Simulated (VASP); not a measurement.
# GaN (Fm-3m) in VASP: a series of runs, part 3 of 3

VASP 6.6.1. Earlier steps stand in the parts before.

## Step 4: Electric field gradients, PBE (volume scaled by 1.04)

Contents of INCAR:

```
ALGO = Normal
EDIFF = 1E-8
ENCUT = 520
GGA = PE
GGA_COMPAT = False
ISIF = 2
ISMEAR = -1
LASPH = True
LCHARG = False
LEFG = True
LREAL = False
LWAVE = False
NBANDS = 16
NELM = 120
PREC = Accurate
SIGMA = 0.02
```

Contents of KPOINTS:

```
k-points
0
Gamma
  13 13 13
```

Contents of POSCAR:

```
GaN
1.0
    0.0000000000      2.0187201121      2.0187201121
    2.0187201121      0.0000000000      2.0187201121
    2.0187201121      2.0187201121      0.0000000000
Ga N
1 1
Direct
    0.5000000000      0.5000000000      0.5000000000
    0.0000000000      0.0000000000      0.0000000000
```

Potentials or basis: VASP PAW PBE potentials, release 64 (Ga_d, N).

Run with:

```
$ cat potpaw_PBE.64/Ga_d/POTCAR potpaw_PBE.64/N/POTCAR > POTCAR
$ mpirun -np 1 vasp_std > vasp.out
```

OUTCAR:

```text
EDIFF = 1E-8
   ENCUT = 520
   GGA = PE
   ISIF = 2
   ISMEAR = -1
   LASPH = True
   LREAL = False
   NELM = 120
   PREC = Accurate

 ion  position               nearest neighbor table
   1  0.500  0.500  0.500-   2 2.02   2 2.02   2 2.02   2 2.02   2 2.02   2 2.02
   2  0.000  0.000  0.000-   1 2.02   1 2.02   1 2.02   1 2.02   1 2.02   1 2.02

  LATTYP: Found a face centered cubic cell.
 ALAT       =     4.0374402242

  Lattice vectors:

 A1 = (   0.0000000000,   2.0187201121,   2.0187201121)
 A2 = (   2.0187201121,   0.0000000000,   2.0187201121)
 A3 = (   2.0187201121,   2.0187201121,   0.0000000000)

Analysis of symmetry for initial positions (statically):
=====================================================================
 Subroutine PRICEL returns:
 Original cell was already a primitive cell.

 Routine SETGRP: Setting up the symmetry group for a
 face centered cubic supercell.

 Subroutine GETGRP returns: Found 48 space group operations
 (whereof 48 operations were pure point group operations)
 out of a pool of 48 trial point group operations.

The static configuration has the point symmetry O_h .

Analysis of symmetry for dynamics (positions and initial velocities):
=====================================================================
 Subroutine PRICEL returns:
 Original cell was already a primitive cell.

 Routine SETGRP: Setting up the symmetry group for a
 face centered cubic supercell.

 Subroutine GETGRP returns: Found 48 space group operations
 (whereof 48 operations were pure point group operations)
 out of a pool of 48 trial point group operations.

[... 158 lines left out ...]
      2      -4.2435      2.00000
      3      -4.2435      2.00000
      4      -4.2435      2.00000
      5      -4.1086      2.00000
      6      -4.1086      2.00000
[... 433 lines left out ...]
      3      -4.3632      2.00000
      4      -4.2409      2.00000
      5      -3.9022      2.00000
      6      -3.5630      2.00000
[... 8 lines left out ...]
     15      32.1585      0.00000
     16      35.4119      0.00000

 [... further k-points ...]

------------------------ aborting loop because EDIFF is reached ----------------------------------------

  FORCE on cell =-STRESS in cart. coord.  units (eV):
  Direction    XX          YY          ZZ          XY          YZ          ZX
  --------------------------------------------------------------------------------------
  -------------------------------------------------------------------------------------
  Total        5.3751380      5.3751380      5.3751380      0.0000000     -0.0000000      0.0000000
  in kB      523.4098286    523.4098286    523.4098286      0.0000000     -0.0000000      0.0000000
  external PRESSURE =     523.4098286 kB  Pullay stress =       0.0000000 kB

 VOLUME and BASIS-vectors are now :
 -----------------------------------------------------------------------------
  energy-cutoff  :      520.00
  volume of cell :       16.45
      direct lattice vectors                 reciprocal lattice vectors
     0.000000000  2.018720112  2.018720112    -0.247681686  0.247681686  0.247681686
     2.018720112  0.000000000  2.018720112     0.247681686 -0.247681686  0.247681686
     2.018720112  2.018720112  0.000000000     0.247681686  0.247681686 -0.247681686

 POSITION                                       TOTAL-FORCE (eV/Angst)
 -----------------------------------------------------------------------------------
      2.01872      2.01872      2.01872        -0.000000     -0.000000     -0.000000
      0.00000      0.00000      0.00000         0.000000      0.000000      0.000000
 -----------------------------------------------------------------------------------
    total drift:                                0.000000     -0.000000      0.000000

  FREE ENERGIE OF THE ION-ELECTRON SYSTEM (eV)
  ---------------------------------------------------
  free  energy   TOTEN  =       -10.7776460951 eV

  energy  without entropy=      -10.7776460951  energy(sigma->0) =      -10.77764610

 Electric field gradients (V/A^2)
---------------------------------------------------------------------
 ion       V_xx      V_yy      V_zz      V_xy      V_xz      V_yz
---------------------------------------------------------------------
   1       0.000    -0.000    -0.000    -0.001    -0.001    -0.001
   2      -0.000     0.000     0.000    -0.000    -0.000    -0.000
---------------------------------------------------------------------

 Electric field gradients after diagonalization (V/A^2)
 (convention: |V_zz| > |V_xx| > |V_yy|)
----------------------------------------------------------------------
 ion       V_xx      V_yy      V_zz     asymmetry (V_yy - V_xx)/ V_zz
----------------------------------------------------------------------
   1       0.001     0.001    -0.002       0.000
   2       0.000     0.000    -0.000       0.000
----------------------------------------------------------------------

           NMR quadrupolar parameters

 Cq : quadrupolar parameter    Cq=e*Q*V_zz/h
 eta: asymmetry parameters     (V_yy - V_xx)/ V_zz
 Q  : nuclear electric quadrupole moment in mb (millibarn)
----------------------------------------------------------------------
 ion       Cq(MHz)       eta       Q (mb)
----------------------------------------------------------------------
   1      -0.000       0.000       1.000
   2      -0.000       0.000       1.000
----------------------------------------------------------------------
```

OSZICAR:

```text
N       E                     dE             d eps       ncg     rms          rms(c)
DAV:   1     0.776431211932E+02    0.77643E+02   -0.88816E+03  2976   0.223E+03
DAV:   2    -0.831460987956E+01   -0.85958E+02   -0.80130E+02  3056   0.336E+02
DAV:   3    -0.127488802205E+02   -0.44343E+01   -0.44166E+01  3040   0.642E+01
DAV:   4    -0.127891586815E+02   -0.40278E-01   -0.40275E-01  3352   0.638E+00
DAV:   5    -0.127895443347E+02   -0.38565E-03   -0.38565E-03  3208   0.582E-01    0.783E+00
DAV:   6    -0.108061654672E+02    0.19834E+01   -0.40867E+00  3920   0.452E+01    0.247E+00
DAV:   7    -0.107922615581E+02    0.13904E-01   -0.30710E-01  3168   0.541E+00    0.165E+00
DAV:   8    -0.107794079906E+02    0.12854E-01   -0.24360E-02  3448   0.280E+00    0.395E-01
DAV:   9    -0.107776825894E+02    0.17254E-02   -0.64996E-03  3488   0.254E+00    0.931E-02
DAV:  10    -0.107776372046E+02    0.45385E-04   -0.36297E-04  3064   0.244E-01    0.289E-02
DAV:  11    -0.107776435754E+02   -0.63708E-05   -0.37892E-05  3376   0.929E-02    0.176E-02
DAV:  12    -0.107776461517E+02   -0.25763E-05   -0.17875E-06  3760   0.235E-02    0.339E-03
DAV:  13    -0.107776461135E+02    0.38255E-07   -0.14011E-07  3272   0.468E-03    0.242E-03
DAV:  14    -0.107776460868E+02    0.26677E-07   -0.13564E-08  2568   0.960E-04    0.482E-04
DAV:  15    -0.107776460951E+02   -0.82987E-08   -0.37052E-09  1656   0.512E-04
   1 F= -.10777646E+02 E0= -.10777646E+02  d E =-.316119E-13
```

stdout:

```text
POSCAR found type information on POSCAR GaN
 POSCAR found :  2 types and       2 ions
 scaLAPACK will be used
 LDA part: xc-table for (Slater+PW92), standard interpolation
 POSCAR, INCAR and KPOINTS ok, starting setup
 FFT: planning ... GRIDC
 FFT: planning ... GRID_SOFT
 FFT: planning ... GRID
 WAVECAR not read
 entering main loop
ion   1

ion   2
```

Wall time 42 s (1 thread of AMD EPYC 7R13, shared host); peak memory 0.12 GiB.

Results:

* Free energy: -10.7776 eV
* Pressure: 52.3 GPa
* Band gap on the k mesh: 1.63 eV, indirect (least direct gap 4.62 eV)

Levels at points of the mesh, in eV from the valence-band top:
```tsv
k point	band 6	band 7	band 8	band 9	band 10	band 11	band 12	band 13
(0.00, 0.00, 0.00)	-13.84	-0.68	-0.68	-0.68	3.94	15.57	15.57	15.57
```

Caveat: without QUAD_EFG the Cq values of the log hold for a quadrupole moment of 1 mb, not for the nuclei.

## Step 5: Electric field gradients, PBE (volume scaled by 1.02)

Contents of INCAR:

```
  PREC = Accurate
  ENCUT = 520
  EDIFF = 1E-8
  ISMEAR = -1
  SIGMA = 0.02
  LREAL = False
  LASPH = True
  NELM = 120
  ALGO = Normal
  ISIF = 2
  LWAVE = False
  LCHARG = False
  GGA = PE
  LEFG = True
  NBANDS = 16
  GGA_COMPAT = False
```

Contents of KPOINTS:

```
regular mesh
0
Gamma
  13 13 13
```

Contents of POSCAR:

```
GaN
1.0
    0.0000000000      2.0056957488      2.0056957488
    2.0056957488      0.0000000000      2.0056957488
    2.0056957488      2.0056957488      0.0000000000
Ga N
1 1
Direct
    0.5000000000      0.5000000000      0.5000000000
    0.0000000000      0.0000000000      0.0000000000
```

Potentials or basis: VASP PAW PBE potentials, release 64 (Ga_d, N).

Run with:

```
$ cat potpaw_PBE.64/Ga_d/POTCAR potpaw_PBE.64/N/POTCAR > POTCAR
$ mpirun -np 1 vasp_std > vasp.out
```

OUTCAR:

```text
PREC = Accurate
   ENCUT = 520
   EDIFF = 1E-8
   ISMEAR = -1
   LREAL = False
   LASPH = True
   NELM = 120
   ISIF = 2
   GGA = PE

 ion  position               nearest neighbor table
   1  0.500  0.500  0.500-   2 2.01   2 2.01   2 2.01   2 2.01   2 2.01   2 2.01
   2  0.000  0.000  0.000-   1 2.01   1 2.01   1 2.01   1 2.01   1 2.01   1 2.01

  LATTYP: Found a face centered cubic cell.
 ALAT       =     4.0113914976

  Lattice vectors:

 A1 = (   0.0000000000,   2.0056957488,   2.0056957488)
 A2 = (   2.0056957488,   0.0000000000,   2.0056957488)
 A3 = (   2.0056957488,   2.0056957488,   0.0000000000)

Analysis of symmetry for initial positions (statically):
[... 666 lines left out ...]
  free  energy   TOTEN  =       -10.6656899001 eV

  energy  without entropy=      -10.6656899001  energy(sigma->0) =      -10.66568990

 Electric field gradients (V/A^2)
---------------------------------------------------------------------
 ion       V_xx      V_yy      V_zz      V_xy      V_xz      V_yz
---------------------------------------------------------------------
   1      -0.000    -0.000     0.000    -0.002    -0.002    -0.002
   2      -0.000    -0.000     0.000    -0.000    -0.000    -0.000
---------------------------------------------------------------------

 Electric field gradients after diagonalization (V/A^2)
 (convention: |V_zz| > |V_xx| > |V_yy|)
----------------------------------------------------------------------
 ion       V_xx      V_yy      V_zz     asymmetry (V_yy - V_xx)/ V_zz
----------------------------------------------------------------------
   1       0.002     0.002    -0.003       0.000
   2       0.000     0.000    -0.000       0.000
----------------------------------------------------------------------

           NMR quadrupolar parameters

 Cq : quadrupolar parameter    Cq=e*Q*V_zz/h
 eta: asymmetry parameters     (V_yy - V_xx)/ V_zz
 Q  : nuclear electric quadrupole moment in mb (millibarn)
----------------------------------------------------------------------
 ion       Cq(MHz)       eta       Q (mb)
----------------------------------------------------------------------
   1      -0.000       0.000       1.000
   2      -0.000       0.000       1.000
----------------------------------------------------------------------
```

stdout:

```text
POSCAR found type information on POSCAR GaN
 POSCAR found :  2 types and       2 ions
 scaLAPACK will be used
 LDA part: xc-table for (Slater+PW92), standard interpolation
 POSCAR, INCAR and KPOINTS ok, starting setup
 FFT: planning ... GRIDC
 FFT: planning ... GRID_SOFT
 FFT: planning ... GRID
 WAVECAR not read
 entering main loop
ion   1

ion   2
```

Wall time 42 s (1 thread of AMD EPYC 7R13, shared host); peak memory 0.12 GiB.

Results:

```
Free energy            : -10.6657 eV
Pressure               : 60.9 GPa
Band gap on the k mesh : 1.77 eV, indirect (least direct gap 4.91 eV)
```

Caveat: without QUAD_EFG the Cq values of the log hold for a quadrupole moment of 1 mb, not for the nuclei.

## Step 6: Overview

```csv
cell,gap on the mesh (eV),pressure (GPa)
"a = 2.808 Å, angles 60.0°, 2 atoms",1.99,75.3
"a = 2.855 Å, angles 60.0°, 2 atoms",1.63,52.3
"a = 2.836 Å, angles 60.0°, 2 atoms",1.77,60.9
```

Alike in all rows: task electric field gradients; level PBE; potentials or basis VASP PAW PBE potentials, release 64 (Ga_d, N); no spin polarisation; k mesh 13 × 13 × 13; cutoff (eV) 520; smearing fermi-dirac 0.02 eV.

Total energies depend on the potentials used, so only differences within one code and one set of settings carry meaning.
